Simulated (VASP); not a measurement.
# Nb3Cd (P6_3/mmc) in VASP: further runs

The runs below take Nb3Cd through single point, relaxation of cell and atoms, with PBE.

All numbers are computed with VASP 6.6.1; they aren't measurements. Logs are shortened: lines on timing, memory, paths and dates and some standing lists are left out, and cuts for length are marked.

## 1. The cell of the first run

The structure is hexagonal, space group P6_3/mmc (No. 194). Conventional cell: a = 5.978 Å, b = 5.978 Å, c = 4.841 Å, α = 90.00°, β = 90.00°, γ = 120.00°. Nb (site symmetry mm2) has 8 Nb at 2.88 to 3.10 Å and 4 Cd at 2.99 to 3.01 Å within 3.8 Å. Within 3.9 Å of Cd (site symmetry -6m2) lie 12 Nb at 2.99 to 3.01 Å.

## 2. Single point, PBE

INCAR

```
ALGO     = Normal         # electronic algorithm
EDIFF    = 1E-7           # SCF threshold, eV
ENCUT    = 520            # plane-wave cutoff, eV
GGA      = PE             # functional
ISIF     = 2              # what is computed and relaxed
ISMEAR   = 0              # smearing method
LASPH    = True           # aspherical terms in the spheres
LCHARG   = False          # write CHGCAR
LREAL    = False          # projectors in reciprocal space
LWAVE    = False          # write WAVECAR
NBANDS   = 61             # bands
NELM     = 60             # most SCF steps
PREC     = Accurate       # precision mode
SIGMA    = 0.1            # smearing width, eV
```

KPOINTS

```
k-points
0
Gamma
  3 3 4
```

POSCAR

```
Nb3Cd
1.0
    5.9776052096      0.0000000000      0.0000000000
   -2.9888026048      5.1767579653      0.0000000000
    0.0000000000      0.0000000000      4.8414521367
Nb Cd
6 2
Direct
    0.8396293944      0.6792587889      0.2500000000
    0.1603706056      0.8396293944      0.7500000000
    0.3207412111      0.1603706056      0.2500000000
    0.1603706056      0.3207412111      0.7500000000
    0.8396293944      0.1603706056      0.2500000000
    0.6792587889      0.8396293944      0.7500000000
    0.3333333333      0.6666666667      0.2500000000
    0.6666666667      0.3333333333      0.7500000000
```

Potentials or basis: VASP PAW PBE potentials, release 64 (Nb_sv, Cd).

Started as:

```
$ cat potpaw_PBE.64/Nb_sv/POTCAR potpaw_PBE.64/Cd/POTCAR > POTCAR
$ mpirun -np 1 vasp_std > vasp.out
```

OUTCAR:

```text
EDIFF = 1E-7
   ENCUT = 520
   GGA = PE
   ISIF = 2
   ISMEAR = 0
   LASPH = True
   LREAL = False
   NELM = 60
   PREC = Accurate

 ion  position               nearest neighbor table
   1  0.840  0.679  0.250-   3 2.88   5 2.88   6 2.94   6 2.94   2 2.94   2 2.94   7 2.99   7 2.99
                             8 3.01   8 3.01
   2  0.160  0.840  0.750-   4 2.88   6 2.88   3 2.94   3 2.94   1 2.94   1 2.94   8 2.99   8 2.99
                             7 3.01   7 3.01
   3  0.321  0.160  0.250-   1 2.88   5 2.88   4 2.94   4 2.94   2 2.94   2 2.94   7 2.99   7 2.99
                             8 3.01   8 3.01
   4  0.160  0.321  0.750-   2 2.88   6 2.88   3 2.94   3 2.94   5 2.94   5 2.94   8 2.99   8 2.99
                             7 3.01   7 3.01
   5  0.840  0.160  0.250-   1 2.88   3 2.88   6 2.94   6 2.94   4 2.94   4 2.94   7 2.99   7 2.99
                             8 3.01   8 3.01
   6  0.679  0.840  0.750-   4 2.88   2 2.88   1 2.94   1 2.94   5 2.94   5 2.94   8 2.99   8 2.99
                             7 3.01   7 3.01
   7  0.333  0.667  0.250-   5 2.99   3 2.99   3 2.99   5 2.99   1 2.99   1 2.99   2 3.01   2 3.01
                             4 3.01   4 3.01   6 3.01   6 3.01
   8  0.667  0.333  0.750-   2 2.99   6 2.99   6 2.99   2 2.99   4 2.99   4 2.99   5 3.01   5 3.01
                             1 3.01   1 3.01   3 3.01   3 3.01

  LATTYP: Found a hexagonal cell.
 ALAT       =     5.9776052096
 C/A-ratio  =     0.8099317313

  Lattice vectors:

 A1 = (   5.9776052096,   0.0000000000,   0.0000000000)
 A2 = (  -2.9888026048,   5.1767579653,   0.0000000000)
 A3 = (   0.0000000000,   0.0000000000,   4.8414521367)

Analysis of symmetry for initial positions (statically):
=====================================================================
 Subroutine PRICEL returns:
 Original cell was already a primitive cell.

 Routine SETGRP: Setting up the symmetry group for a
 hexagonal supercell.

 Subroutine GETGRP returns: Found 24 space group operations
 (whereof 12 operations were pure point group operations)
 out of a pool of 24 trial point group operations.

The static configuration has the point symmetry D_3d.
 The point group associated with its full space group is D_6h.

Analysis of symmetry for dynamics (positions and initial velocities):
=====================================================================
 Subroutine PRICEL returns:
 Original cell was already a primitive cell.

 Routine SETGRP: Setting up the symmetry group for a
 hexagonal supercell.

 Subroutine GETGRP returns: Found 24 space group operations
 (whereof 12 operations were pure point group operations)
 out of a pool of 24 trial point group operations.

The dynamic configuration has the point symmetry D_3d.
 The point group associated with its full space group is D_6h.

 Subroutine INISYM returns: Found 24 space group operations
 (whereof 12 operations are pure point group operations),
 and found     1 'primitive' translations

----------------------------------------------------------------------------------------

                                     Primitive cell

  volume of cell :     149.8169

  direct lattice vectors                    reciprocal lattice vectors
     5.977605210  0.000000000  0.000000000     0.167291075  0.096585547  0.000000000
    -2.988802605  5.176757965  0.000000000     0.000000000  0.193171094  0.000000000
     0.000000000  0.000000000  4.841452137     0.000000000  0.000000000  0.206549600

  length of vectors
     5.977605210  5.977605210  4.841452137     0.193171094  0.193171094  0.206549600

  position of ions in fractional coordinates (direct lattice)
     0.839629394  0.679258789  0.250000000
     0.160370606  0.839629394  0.750000000
     0.320741211  0.160370606  0.250000000
     0.160370606  0.320741211  0.750000000
     0.839629394  0.160370606  0.250000000
     0.679258789  0.839629394  0.750000000
     0.333333333  0.666666667  0.250000000
     0.666666667  0.333333333  0.750000000

  ion indices of the primitive-cell ions
   primitive index   ion index
                 1           1
                 2           2
                 3           3
                 4           4
                 5           5
                 6           6
                 7           7
                 8           8

----------------------------------------------------------------------------------------

 KPOINTS: k-points

Automatic generation of k-mesh.
 Grid dimensions read from file:
 generate k-points for:    3    3    4

 Generating k-lattice:

  Cartesian coordinates                     Fractional coordinates (reciprocal lattice)
     0.055763692  0.032195182  0.000000000     0.333333333  0.000000000  0.000000000
     0.000000000  0.064390365  0.000000000     0.000000000  0.333333333  0.000000000
     0.000000000  0.000000000  0.051637400     0.000000000  0.000000000  0.250000000

  Length of vectors
     0.064390365  0.064390365  0.051637400

  Shift w.r.t. Gamma in fractional coordinates (k-lattice)
     0.000000000  0.000000000  0.000000000

 Subroutine IBZKPT returns following result:
 ===========================================

 Found      9 irreducible k-points:

 Following reciprocal coordinates:
            Coordinates               Weight
  0.000000  0.000000  0.000000      1.000000
  0.333333 -0.000000  0.000000      6.000000
  0.333333  0.333333  0.000000      2.000000
  0.000000  0.000000  0.250000      2.000000
  0.333333 -0.000000  0.250000     12.000000
  0.333333  0.333333  0.250000      4.000000
  0.000000  0.000000  0.500000      1.000000
  0.333333 -0.000000  0.500000      6.000000
  0.333333  0.333333  0.500000      2.000000
   k-points           NKPTS =      9   k-points in BZ     NKDIM =      9   number of bands    NBANDS=     61
   number of dos      NEDOS =    301   number of ions     NIONS =      8
   total plane-waves  NPLWV =  82944
   dimension x,y,z NGX =    48 NGY =   48 NGZ =   36
   dimension x,y,z NGXF=    96 NGYF=   96 NGZF=   72
   ions per type =               6   2
   NGX,Y,Z   is equivalent  to a cutoff of  13.35, 13.35, 12.36 a.u.
   NGXF,Y,Z  is equivalent  to a cutoff of  26.70, 26.70, 24.72 a.u.
 SYSTEM =  unknown system
   PREC   = accura    normal or accurate (medium, high low for compatibility)
   ISTART =      0    job   : 0-new  1-cont  2-samecut
   ICHARG =      2    charge: 1-file 2-atom 10-const
   ISPIN  =      1    spin polarized calculation?
   LNONCOLLINEAR =      F non collinear calculations
   LSORBIT =      F    spin-orbit coupling
   LASPH  =      T    aspherical Exc in radial PAW
   ENCUT  =  520.0 eV  38.22 Ry    6.18 a.u.  11.11 11.11  9.00*2*pi/ulx,y,z
   NELM   =     60;   NELMIN=  2; NELMDL= -5     # of ELM steps
   EDIFF  = 0.1E-06   stopping-criterion for ELM
   LREAL  =      F    real-space projection
   EDIFFG = 0.1E-05   stopping-criterion for IOM
   NSW    =      0    number of steps for IOM
   IBRION =     -1    ionic relax: 0-MD 1-quasi-New 2-CG
   NFREE  =      0    steps in history (QN), initial steepest desc. (CG)
   ISIF   =      2    stress and relaxation
   ISYM   =      2    0-nonsym 1-usesym 2-fastsym
   POTIM  = 0.5000    time-step for ionic-motion
   TEBEG  =    0.0;   TEEND  =   0.0 temperature during run
   PSTRESS=    0.0 pullay stress
   NELECT =     102.0000    total number of electrons
   NUPDOWN=      -1.0000    fix difference up-down
   EMIN   =  10.00;   EMAX   =-10.00  energy-range for DOS
   EFERMI =   0.00;   METHOD = LEGACY
   ISMEAR =     0;   SIGMA  =   0.10  broadening in eV -4-tet -1-fermi 0-gaus
   EFERMI_NEDOS =   21; number of points for ismear=-14 and -15
   IALGO  =     38    algorithm
   IMIX   =      4    mixing-type and parameters
     AMIX     =   0.40;   BMIX     =  1.00
     AMIX_MAG =   1.60;   BMIX_MAG =  1.00
  volume/ion in A,a.u.               =      18.73       126.38
  Fermi-wavevector in a.u.,A,eV,Ry     =   1.440195  2.721574 28.220684  2.074162
  Thomas-Fermi vector in A             =   2.558966
   LORBIT       =      0    0 simple, 1 ext, 2 COOP (PROOUT), +10 PAW based schemes
   GGA     = PE    functional components
   LHFCALC =     F    Hartree Fock is set to
   AEXX    =    0.0000 exact exchange contribution
   IVDW    =     0    specifies the selected vdW correction
   LEPSILON=     F    determine dielectric tensor
   LRPA    =     F    only Hartree local field effects (RPA)
 non-spin polarized calculation
 Gauss-broadening in eV      SIGMA  =   0.10
  energy-cutoff  :      520.00
  volume of cell :      149.82
 maximum number of plane-waves:      4056
 NGX is ok and might be reduce to    48
   NGX = 23   NGY = 23   NGZ = 19

 number of electron     101.9999988 magnetization

 Free energy of the ion-electron system (eV)
  ---------------------------------------------------
  ext. energy  EPLUGINS =         0.00000000
  ---------------------------------------------------
  free energy    TOTEN  =       -61.05842923 eV

  energy without entropy =      -61.03493440  energy(sigma->0) =      -61.04668181

 E-fermi :   9.0262     XC(G=0): -12.1772

 val. band max:        8.9819607736   @ k =   0.3333   0.3333   0.0000
 cond. band min:       9.1116060296   @ k =   0.3333   0.3333   0.2500
 fundamental gap:      0.1296452559
 Fermi energy:         9.0262277221

 k-point     1 :       0.0000    0.0000    0.0000
  band No.  band energies     occupation
      1     -45.6568      2.00000
      2     -45.5134      2.00000
      3     -45.5134      2.00000
      4     -45.5005      2.00000
      5     -45.4371      2.00000
      6     -45.4371      2.00000
[... 53 lines left out ...]
     60      11.7749      0.00000
     61      11.8358      0.00000

 k-point     2 :       0.3333   -0.0000    0.0000
  band No.  band energies     occupation
      1     -45.6382      2.00000
      2     -45.5337      2.00000
      3     -45.5137      2.00000
      4     -45.4849      2.00000
      5     -45.4516      2.00000
      6     -45.4368      2.00000
[... 437 lines left out ...]
     60      11.2215      0.00000
     61      11.6267      0.00000

 k-point     9 :       0.3333    0.3333    0.5000
  band No.  band energies     occupation
      1     -45.5491      2.00000
      2     -45.5491      2.00000
      3     -45.5058      2.00000
      4     -45.5058      2.00000
      5     -45.4754      2.00000
      6     -45.4754      2.00000
[... 53 lines left out ...]
     60      11.2167      0.00000
     61      11.8113      0.00000

------------------------ aborting loop because EDIFF is reached ----------------------------------------

  FORCE on cell =-STRESS in cart. coord.  units (eV):
  Direction    XX          YY          ZZ          XY          YZ          ZX
  --------------------------------------------------------------------------------------
  -------------------------------------------------------------------------------------
  Total        0.1991364      0.1991364     -0.1499789      0.0000000      0.0000000      0.0000000
  in kB        2.1296125      2.1296125     -1.6039097      0.0000000      0.0000000      0.0000000
  external PRESSURE =       0.8851051 kB  Pullay stress =       0.0000000 kB

 VOLUME and BASIS-vectors are now :
 -----------------------------------------------------------------------------
  energy-cutoff  :      520.00
  volume of cell :      149.82
      direct lattice vectors                 reciprocal lattice vectors
     5.977605210  0.000000000  0.000000000     0.167291075  0.096585547  0.000000000
    -2.988802605  5.176757965  0.000000000     0.000000000  0.193171094  0.000000000
     0.000000000  0.000000000  4.841452137     0.000000000  0.000000000  0.206549600

 POSITION                                       TOTAL-FORCE (eV/Angst)
 -----------------------------------------------------------------------------------
      2.98880      3.51636      1.21036         0.000000      0.025541      0.000000
     -1.55085      4.34656      3.63109        -0.022119      0.012770      0.000000
      1.43795      0.83020      1.21036        -0.022119     -0.012770      0.000000
      0.00000      1.66040      3.63109        -0.000000     -0.025541     -0.000000
      4.53966      0.83020      1.21036         0.022119     -0.012770     -0.000000
      1.55085      4.34656      3.63109         0.022119      0.012770     -0.000000
     -0.00000      3.45117      1.21036         0.000000     -0.000000      0.000000
      2.98880      1.72559      3.63109         0.000000     -0.000000      0.000000
 -----------------------------------------------------------------------------------
    total drift:                                0.000000     -0.000000      0.000000

  FREE ENERGIE OF THE ION-ELECTRON SYSTEM (eV)
  ---------------------------------------------------
  free  energy   TOTEN  =       -61.0584292279 eV

  energy  without entropy=      -61.0349344003  energy(sigma->0) =      -61.04668181
```

Wall time 55 s (1 thread of Intel Xeon 6975P-C (Granite Rapids), shared host); peak memory 0.29 GiB.

Results:

```yaml
Free_energy: -61.0584 eV
Pressure: 0.1 GPa
Largest_force: 0.026 eV/Å
Band_gap_on_the_k_mesh: zero (bands 51 and 52 overlap by 1.17 eV)
```

Forces in eV/Å, atoms in the order of the input:
```
Nb   0.000  0.026  0.000
Nb  -0.022  0.013  0.000
Nb  -0.022 -0.013  0.000
Nb   0.000 -0.026  0.000
Nb   0.022 -0.013  0.000
Nb   0.022  0.013  0.000
Cd   0.000  0.000  0.000
Cd   0.000  0.000  0.000
```

Stress tensor (GPa, compression positive):
```
 0.21  0.00  0.00
 0.00  0.21  0.00
 0.00  0.00 -0.16
```

Levels at points of the mesh, in eV from the Fermi level:
```
           k point  band 49  band 50  band 51  band 52  band 53  band 54
(0.00, 0.00, 0.00)    -0.39    -0.09     0.17     0.17     0.46     0.46
(0.00, 0.00, 0.50)     0.16     0.16     0.82     0.82     0.82     0.82
```

Caveat: the k points lie up to 0.40 Å⁻¹ apart, too coarse for converged energies and pressures of a metal.

(Part 1 of 3 ends here.)

The gap in the log of VASP goes by the Fermi energy; the results here count the filled bands.